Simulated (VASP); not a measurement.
# Ge2SbO3 (P6/mmm) in VASP: notebook, part 2 of 2

VASP 6.6.1. Earlier steps stand in the parts before.

## Step 3: Single point, PBE

This run uses another cell than the first one, of 15.91 Å³/atom.

INCAR

```
SYSTEM = Ge2SbO3
ALGO = Normal ; EDIFF = 1E-6
ENCUT = 520 ; GGA = PE
ISIF = 2 ; ISMEAR = 0
LASPH = .TRUE. ; LCHARG = .FALSE.
LREAL = .FALSE. ; LWAVE = .FALSE.
NBANDS = 34 ; NELM = 100
PREC = Accurate ; SIGMA = 0.1
```

KPOINTS

```
k-points
0
G
  6 6 4
  0 0 0
```

POSCAR

```
Ge2SbO3
1.0
    5.1864143200      0.0000000000      0.0000000000
   -2.5932071600      4.4915665500      0.0000000000
    0.0000000000      0.0000000000      4.0989152500
Ge Sb O
2 1 3
Direct
    0.3333333300      0.6666666700      0.0000000000
    0.6666666700      0.3333333300      0.0000000000
    0.0000000000      0.0000000000      0.0000000000
    0.5000000000      0.0000000000      0.5000000000
    0.0000000000      0.5000000000      0.5000000000
    0.5000000000      0.5000000000      0.5000000000
```

Potentials or basis: VASP PAW PBE potentials, release 64 (Ge_d, Sb, O).

Started as:

```console
cat potpaw_PBE.64/Ge_d/POTCAR potpaw_PBE.64/Sb/POTCAR potpaw_PBE.64/O/POTCAR > POTCAR
mpirun -np 1 vasp_std > vasp.out
```

OUTCAR:

```text
SYSTEM = Ge2SbO3
   EDIFF = 1E-6
   ENCUT = 520
   GGA = PE
   ISIF = 2
   ISMEAR = 0
   LASPH = .TRUE.
   LREAL = .FALSE.
   NELM = 100
   PREC = Accurate

 ion  position               nearest neighbor table
   1  0.333  0.667  0.000-   3 2.99   3 2.99   3 2.99
   2  0.667  0.333  0.000-   3 2.99   3 2.99   3 2.99
   3  0.000  0.000  0.000-   1 2.99   2 2.99   1 2.99   2 2.99   2 2.99   1 2.99
   4  0.500  0.000  0.500-
   5  0.000  0.500  0.500-
   6  0.500  0.500  0.500-

  LATTYP: Found a hexagonal cell.
 ALAT       =     5.1864143200
 C/A-ratio  =     0.7903177411

  Lattice vectors:

 A1 = (   5.1864143200,   0.0000000000,   0.0000000000)
 A2 = (  -2.5932071600,   4.4915665500,   0.0000000000)
 A3 = (   0.0000000000,   0.0000000000,   4.0989152500)

Analysis of symmetry for initial positions (statically):
=====================================================================
 Subroutine PRICEL returns:
 Original cell was already a primitive cell.

 Routine SETGRP: Setting up the symmetry group for a
 hexagonal supercell.

 Subroutine GETGRP returns: Found 24 space group operations
 (whereof 24 operations were pure point group operations)
 out of a pool of 24 trial point group operations.

The static configuration has the point symmetry D_6h.

Analysis of symmetry for dynamics (positions and initial velocities):
=====================================================================
 Subroutine PRICEL returns:
 Original cell was already a primitive cell.

 Routine SETGRP: Setting up the symmetry group for a
 hexagonal supercell.

 Subroutine GETGRP returns: Found 24 space group operations
 (whereof 24 operations were pure point group operations)
 out of a pool of 24 trial point group operations.

The dynamic configuration has the point symmetry D_6h.

 Subroutine INISYM returns: Found 24 space group operations
 (whereof 24 operations are pure point group operations),
 and found     1 'primitive' translations

----------------------------------------------------------------------------------------

                                     Primitive cell

  volume of cell :      95.4847

  direct lattice vectors                    reciprocal lattice vectors
     5.186414320  0.000000000  0.000000000     0.192811437  0.111319735  0.000000000
    -2.593207160  4.491566550  0.000000000     0.000000000  0.222639471  0.000000000
     0.000000000  0.000000000  4.098915250     0.000000000  0.000000000  0.243966986

  length of vectors
     5.186414320  5.186414315  4.098915250     0.222639471  0.222639471  0.243966986

  position of ions in fractional coordinates (direct lattice)
     0.333333330  0.666666670  0.000000000
     0.666666670  0.333333330  0.000000000
     0.000000000  0.000000000  0.000000000
     0.500000000  0.000000000  0.500000000
     0.000000000  0.500000000  0.500000000
     0.500000000  0.500000000  0.500000000

  ion indices of the primitive-cell ions
   primitive index   ion index
                 1           1
                 2           2
                 3           3
                 4           4
                 5           5
                 6           6

[... 27 lines left out ...]
            Coordinates               Weight
  0.000000  0.000000  0.000000      1.000000
  0.166667  0.000000  0.000000      6.000000
  0.333333  0.000000  0.000000      6.000000
  0.500000  0.000000  0.000000      3.000000
  0.166667  0.166667  0.000000      6.000000
  0.333333  0.166667  0.000000     12.000000
[... 13 lines left out ...]
  0.333333  0.166667  0.500000     12.000000
  0.333333  0.333333  0.500000      2.000000
   k-points           NKPTS =     21   k-points in BZ     NKDIM =     21   number of bands    NBANDS=     34
   number of dos      NEDOS =    301   number of ions     NIONS =      6
   total plane-waves  NPLWV =  48000
   dimension x,y,z NGX =    40 NGY =   40 NGZ =   30
   dimension x,y,z NGXF=    80 NGYF=   80 NGZF=   60
   ions per type =               2   1   3
   NGX,Y,Z   is equivalent  to a cutoff of  12.82, 12.82, 12.17 a.u.
   NGXF,Y,Z  is equivalent  to a cutoff of  25.64, 25.64, 24.34 a.u.
 SYSTEM =  Ge2SbO3
   PREC   = accura    normal or accurate (medium, high low for compatibility)
   ISTART =      0    job   : 0-new  1-cont  2-samecut
   ICHARG =      2    charge: 1-file 2-atom 10-const
   ISPIN  =      1    spin polarized calculation?
   LNONCOLLINEAR =      F non collinear calculations
   LSORBIT =      F    spin-orbit coupling
   LASPH  =      T    aspherical Exc in radial PAW
   ENCUT  =  520.0 eV  38.22 Ry    6.18 a.u.   9.64  9.64  7.62*2*pi/ulx,y,z
   NELM   =    100;   NELMIN=  2; NELMDL= -5     # of ELM steps
   EDIFF  = 0.1E-05   stopping-criterion for ELM
   LREAL  =      F    real-space projection
   EDIFFG = 0.1E-04   stopping-criterion for IOM
   NSW    =      0    number of steps for IOM
   IBRION =     -1    ionic relax: 0-MD 1-quasi-New 2-CG
   NFREE  =      0    steps in history (QN), initial steepest desc. (CG)
   ISIF   =      2    stress and relaxation
   ISYM   =      2    0-nonsym 1-usesym 2-fastsym
   POTIM  = 0.5000    time-step for ionic-motion
   TEBEG  =    0.0;   TEEND  =   0.0 temperature during run
   PSTRESS=    0.0 pullay stress
   NELECT =      51.0000    total number of electrons
   NUPDOWN=      -1.0000    fix difference up-down
   EMIN   =  10.00;   EMAX   =-10.00  energy-range for DOS
   EFERMI =   0.00;   METHOD = LEGACY
   ISMEAR =     0;   SIGMA  =   0.10  broadening in eV -4-tet -1-fermi 0-gaus
   EFERMI_NEDOS =   21; number of points for ismear=-14 and -15
   IALGO  =     38    algorithm
   IMIX   =      4    mixing-type and parameters
     AMIX     =   0.40;   BMIX     =  1.00
     AMIX_MAG =   1.60;   BMIX_MAG =  1.00
  volume/ion in A,a.u.               =      15.91       107.39
  Fermi-wavevector in a.u.,A,eV,Ry     =   1.328272  2.510069 24.004834  1.764306
  Thomas-Fermi vector in A             =   2.457522
   LORBIT       =      0    0 simple, 1 ext, 2 COOP (PROOUT), +10 PAW based schemes
   GGA     = PE    functional components
   LHFCALC =     F    Hartree Fock is set to
   AEXX    =    0.0000 exact exchange contribution
   IVDW    =     0    specifies the selected vdW correction
   LEPSILON=     F    determine dielectric tensor
   LRPA    =     F    only Hartree local field effects (RPA)
 non-spin polarized calculation
 Gauss-broadening in eV      SIGMA  =   0.10
  energy-cutoff  :      520.00
  volume of cell :       95.48
 maximum number of plane-waves:      2595
 NGX is ok and might be reduce to    40
   NGX = 19   NGY = 19   NGZ = 15

 number of electron      50.9999994 magnetization

 Free energy of the ion-electron system (eV)
  ---------------------------------------------------
  ext. energy  EPLUGINS =         0.00000000
  ---------------------------------------------------
  free energy    TOTEN  =       -25.40545878 eV

  energy without entropy =      -25.37165238  energy(sigma->0) =      -25.38855558

 E-fermi :   4.7402     XC(G=0): -10.6212

 val. band max:        4.7355415778   @ k =   0.1667   0.1667   0.2500
 cond. band min:       4.7455344158   @ k =   0.1667   0.0000   0.0000
 fundamental gap:      0.0099928380
 Fermi energy:         4.7402330128

 k-point     1 :       0.0000    0.0000    0.0000
  band No.  band energies     occupation
      1     -19.9221      2.00000
      2     -19.9221      2.00000
      3     -19.9153      2.00000
      4     -19.8968      2.00000
      5     -19.8968      2.00000
      6     -19.8964      2.00000
[... 766 lines left out ...]
     33      10.6666      0.00000
     34      10.6666      0.00000

------------------------ aborting loop because EDIFF is reached ----------------------------------------

  FORCE on cell =-STRESS in cart. coord.  units (eV):
  Direction    XX          YY          ZZ          XY          YZ          ZX
  --------------------------------------------------------------------------------------
  -------------------------------------------------------------------------------------
  Total       -0.9740780     -0.9740780    -14.8082869     -0.0000000      0.0000000      0.0000000
  in kB      -16.3444507    -16.3444507   -248.4742658     -0.0000000      0.0000000      0.0000000
  external PRESSURE =     -93.7210557 kB  Pullay stress =       0.0000000 kB

 VOLUME and BASIS-vectors are now :
 -----------------------------------------------------------------------------
  energy-cutoff  :      520.00
  volume of cell :       95.48
      direct lattice vectors                 reciprocal lattice vectors
     5.186414320  0.000000000  0.000000000     0.192811437  0.111319735  0.000000000
    -2.593207160  4.491566550  0.000000000     0.000000000  0.222639471  0.000000000
     0.000000000  0.000000000  4.098915250     0.000000000  0.000000000  0.243966986

 POSITION                                       TOTAL-FORCE (eV/Angst)
 -----------------------------------------------------------------------------------
     -0.00000      2.99438      0.00000        -0.000000      0.000000      0.000000
      2.59321      1.49719      0.00000         0.000000     -0.000000      0.000000
      0.00000      0.00000      0.00000         0.000000      0.000000      0.000000
      2.59321      0.00000      2.04946         0.000000      0.000000      0.000000
     -1.29660      2.24578      2.04946         0.000000      0.000000      0.000000
      1.29660      2.24578      2.04946         0.000000      0.000000      0.000000
 -----------------------------------------------------------------------------------
    total drift:                                0.000000     -0.000000      0.000000

  FREE ENERGIE OF THE ION-ELECTRON SYSTEM (eV)
  ---------------------------------------------------
  free  energy   TOTEN  =       -25.4054587844 eV

  energy  without entropy=      -25.3716523848  energy(sigma->0) =      -25.38855558
```

stdout:

```text
POSCAR found type information on POSCAR GeSbO
 POSCAR found :  3 types and       6 ions
 scaLAPACK will be used
 LDA part: xc-table for (Slater+PW92), standard interpolation
 POSCAR, INCAR and KPOINTS ok, starting setup
 FFT: planning ... GRIDC
 FFT: planning ... GRID_SOFT
 FFT: planning ... GRID
 WAVECAR not read
 entering main loop
```

Run time: 80 s. Hardware: 1 thread of Oxide Virtual Turin-like, shared host; peak memory 0.21 GiB.

What came out:

* Free energy: -25.4055 eV
* Pressure: -9.4 GPa
* Band gap on the k mesh: zero (an odd number of electrons rules out a gap without spin polarisation)

Stress tensor (GPa, compression positive):
```
 -1.63   0.00   0.00
  0.00  -1.63   0.00
  0.00   0.00 -24.85
```

Levels at points of the mesh, in eV from the Fermi level:
```
           k point  band 23  band 24  band 25  band 26  band 27  band 28
(0.00, 0.00, 0.00)    -0.76    -0.76    -0.21    -0.21    -0.03     0.25
(0.50, 0.00, 0.00)    -1.51    -1.45    -0.76     0.15     1.23     1.72
(0.00, 0.00, 0.50)    -2.25    -1.34     0.01     0.14     0.25     0.25
(0.50, 0.00, 0.50)    -0.98    -0.39    -0.28     0.20     0.75     1.45
```

Caveat: the k points lie up to 0.38 Å⁻¹ apart, too coarse for converged energies and pressures of a metal; spin-orbit coupling is left out, which moves the levels of the heavy elements; an odd number of electrons without spin polarisation forces a metal; a magnetic or distorted state may lie lower.

The gap in the log of VASP goes by the Fermi energy; the results here count the filled bands.